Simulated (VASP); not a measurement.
Write the native input for VASP 6.6.1 that does the following.

```yaml
Task: single point
Functional: r2SCAN
Potentials_or_basis: VASP PAW PBE potentials, release 64 (B, N)
Cutoff: 520 eV
k_mesh: 10 × 10 × 4
Occupations: gaussian, width 0.01 eV
Spin: no spin polarisation
Dipole_correction: no
Further_INCAR_settings: ALGO = Normal; EDIFF = 1e-07; NBANDS = 16
```

BN:

```
B N
1.0
     2.50094    0.00000    0.00000
    -1.25047    2.16588    0.00000
     0.00000    0.00000    6.87215
B N
2 2
Cartesian
  0.0000 1.4439 1.7180
  1.2505 0.7220 5.1541
  0.0000 1.4439 5.1541
  1.2505 0.7220 1.7180
```

One way to write it, as run:

POSCAR

```
BN
1.0
    2.5009398558      0.0000000000      0.0000000000
   -1.2504699279      2.1658774484      0.0000000000
    0.0000000000      0.0000000000      6.8721526100
B N
2 2
Direct
    0.3333333333      0.6666666667      0.2500000000
    0.6666666667      0.3333333333      0.7500000000
    0.3333333333      0.6666666667      0.7500000000
    0.6666666667      0.3333333333      0.2500000000
```

INCAR.step1

```
SYSTEM = BN
  PREC = Accurate
  ENCUT = 520
  ISMEAR = 0
  SIGMA = 0.01
  LREAL = .False.
  LASPH = .True.
  NELM = 100
  NBANDS = 16
  GGA = PE
  ALGO = Normal
  EDIFF = 1E-4
  LWAVE = .True.
  LCHARG = .False.
```

INCAR.step2

```
SYSTEM = BN
  PREC = Accurate
  ENCUT = 520
  EDIFF = 1E-7
  ISMEAR = 0
  SIGMA = 0.01
  LREAL = .False.
  LASPH = .True.
  NELM = 100
  ALGO = Normal
  ISIF = 2
  LWAVE = .False.
  LCHARG = .False.
  METAGGA = R2SCAN
  LMIXTAU = .True.
  NBANDS = 16
  ISTART = 1
```

KPOINTS

```
regular mesh
0
Gamma
  10 10 4
  0 0 0
```

Potentials or basis: VASP PAW PBE potentials, release 64 (B, N).

Run with:

```sh
$ cat potpaw_PBE.64/B/POTCAR potpaw_PBE.64/N/POTCAR > POTCAR
$ cp INCAR.step1 INCAR
$ mpirun -np 1 vasp_std > vasp.out
$ cp INCAR.step2 INCAR
$ mpirun -np 1 vasp_std > vasp.out
```

It gave:

```
Pressure               : 0.4 GPa
Band gap on the k mesh : 4.91 eV (least direct gap 5.41 eV)
```

Caveat: the PAW data sets were made with another functional, which shifts forces and pressure a little.

Wall time 56 s on 1 thread of Intel(R) Xeon(R) Platinum 8559C (Emerald Rapids), with other jobs on the host, peak memory 0.16 GiB.
